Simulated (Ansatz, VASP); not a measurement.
## Two plane-wave programs on BP

```
CELL_PARAMETERS angstrom
0.00000 2.27414 2.27414
2.27414 0.00000 2.27414
2.27414 2.27414 0.00000
ATOMIC_POSITIONS crystal
B 0.00000 0.00000 0.00000
P 0.75000 0.75000 0.75000
```

Alike in both runs: functional PBE; k mesh 10 × 10 × 10; occupations gaussian, width 0.02 eV; no spin polarisation.

Ansatz relaxed the structure, and its values are those at the end. VASP's run is a single point on that final structure, the one shown.

```csv
,VASP,Ansatz
version,VASP 6.6.1,Ansatz 0.2.0
potentials or method,"VASP PAW PBE potentials, release 64 (B, P), cutoff 520 eV","scalar-relativistic, plane waves, PAW"
valence electrons in the cell,8,8
```

|  | VASP | Ansatz | Ansatz less VASP |
| --- | --- | --- | --- |
| gap on the k mesh at the Fermi level (eV) | 1.25 | 1.25 | +0.004 |
| least direct gap on the mesh (eV) | 3.39 | 3.39 | +0.003 |
| pressure (GPa) | -0.2 | 0.0 | +0.22 |
